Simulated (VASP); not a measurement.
A run of VASP 6.6.1 is set up as follows.

INCAR

```
PREC = Accurate
ENCUT = 520
EDIFF = 1E-7
ISMEAR = 0
SIGMA = 0.01
LREAL = F
LASPH = T
NELM = 100
ALGO = Normal
ISIF = 2
LWAVE = F
LCHARG = T
GGA = RE
LELF = T
LVHAR = T
NBANDS = 16
```

File KPOINTS:

```
regular mesh
0
Gamma
  10 10 10
```

File POSCAR:

```
ZnSe
1.0
    0.0000000000      2.7426498988      2.7426498988
    2.7426498988      0.0000000000      2.7426498988
    2.7426498988      2.7426498988      0.0000000000
Zn Se
1 1
Direct
    0.0000000000      0.0000000000      0.0000000000
    0.7500000000      0.7500000000      0.7500000000
```

Potentials or basis: VASP PAW PBE potentials, release 64 (Zn, Se).

The run is started by

```sh
$ cat potpaw_PBE.64/Zn/POTCAR potpaw_PBE.64/Se/POTCAR > POTCAR
$ mpirun -np 1 vasp_std > vasp.out
```

Question: Predict the pressure.

Answer: 12.3 GPa.

Question: What does it give for the band gap on the k mesh?

Answer: 1.82 eV, direct.

Caveat: the PAW data sets were made with another functional, which shifts forces and pressure a little. Expect the measured gap to be larger: semilocal functionals such as revPBE lack the derivative discontinuity.
